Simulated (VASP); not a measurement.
Input of a VASP 6.6.1 run:

INCAR

```
SYSTEM = CsSb6
  ALGO = Normal
  EDIFF = 1E-6
  ENCUT = 520
  GGA = PE
  ISIF = 2
  ISMEAR = 0
  LASPH = .TRUE.
  LCHARG = .FALSE.
  LREAL = .FALSE.
  LWAVE = .FALSE.
  NBANDS = 28
  NELM = 100
  PREC = Accurate
  SIGMA = 0.1
```

The input KPOINTS:

```
k-points
0
G
  4 4 4
  0 0 0
```

POSCAR

```
CsSb6
1.0
    7.3864049888      0.0000000000      0.0000000000
    0.0000000000      7.3864049888      0.0000000000
    0.0000000000      0.0000000000      7.3864049888
Cs Sb
1 6
Direct
    0.0000000000      0.0000000000      0.0000000000
    0.8003361865      0.5000000000      0.5000000000
    0.1996638135      0.5000000000      0.5000000000
    0.5000000000      0.5000000000      0.8003361865
    0.5000000000      0.5000000000      0.1996638135
    0.5000000000      0.1996638135      0.5000000000
    0.5000000000      0.8003361865      0.5000000000
```

Potentials or basis: VASP PAW PBE potentials, release 64 (Cs_sv, Sb).

The run is started by

```console
$ cat potpaw_PBE.64/Cs_sv/POTCAR potpaw_PBE.64/Sb/POTCAR > POTCAR
$ mpirun -np 1 vasp_std > vasp.out
```

(1) Predict the largest force.

(2) Predict the pressure.

(3) Predict the band gap on the k mesh.

## Answers

(1) 0.005 eV/Å.

(2) -0.1 GPa.

(3) zero (an odd number of electrons rules out a gap without spin polarisation).

Caveat: spin-orbit coupling is left out, which moves the levels of the heavy elements.
